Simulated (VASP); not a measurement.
Input of a VASP 6.6.1 run:

Contents of POSCAR:

```
CsI
1.0
    4.5371475328      0.0000000000      0.0000000000
    0.0000000000      4.5371475328      0.0000000000
    0.0000000000      0.0000000000      4.5371475328
Cs I
1 1
Direct
    0.0000000000      0.0000000000      0.0000000000
    0.5000000000      0.5000000000      0.5000000000
```

INCAR.step1

```
SYSTEM = CsI
PREC = Accurate ; ENCUT = 550
ISMEAR = 0 ; SIGMA = 0.01
LREAL = .FALSE. ; LASPH = .TRUE.
NELM = 120 ; NBANDS = 15
GGA = PE ; ALGO = Normal
EDIFF = 1E-5 ; LWAVE = .TRUE.
LCHARG = .FALSE. ; GGA_COMPAT = .FALSE.
```

INCAR.step2

```
SYSTEM = CsI
PREC = Accurate ; ENCUT = 550
EDIFF = 1E-6 ; ISMEAR = 0
SIGMA = 0.01 ; LREAL = .FALSE.
LASPH = .TRUE. ; NELM = 120
ALGO = Normal ; ISIF = 2
LWAVE = .FALSE. ; LCHARG = .FALSE.
METAGGA = R2SCAN ; LMIXTAU = .TRUE.
LUSE_VDW = .TRUE. ; IVDW_NL = 2
BPARAM = 11.95 ; CPARAM = 0.0093
NBANDS = 15 ; ISTART = 1
GGA_COMPAT = .FALSE.
```

Contents of KPOINTS:

```
Automatic mesh
0
G
  4 4 4
  0 0 0
```

Potentials or basis: VASP PAW PBE potentials, release 64 (Cs_sv, I).

Run with:

```console
$ cat potpaw_PBE.64/Cs_sv/POTCAR potpaw_PBE.64/I/POTCAR > POTCAR
$ cp INCAR.step1 INCAR
$ mpirun -np 1 vasp_std > vasp.out
$ cp INCAR.step2 INCAR
$ mpirun -np 1 vasp_std > vasp.out
```

Q: What does it give for the pressure?

A: 0.1 GPa.

Q: What does it give for the band gap on the k mesh?

A: 4.51 eV, indirect (least direct gap 4.60 eV).

Caveat: the PAW data sets were made with another functional, which shifts forces and pressure a little; spin-orbit coupling is left out, which moves the levels of the heavy elements. r2SCAN opens gaps a little over a GGA but as a rule still falls short of measured ones.
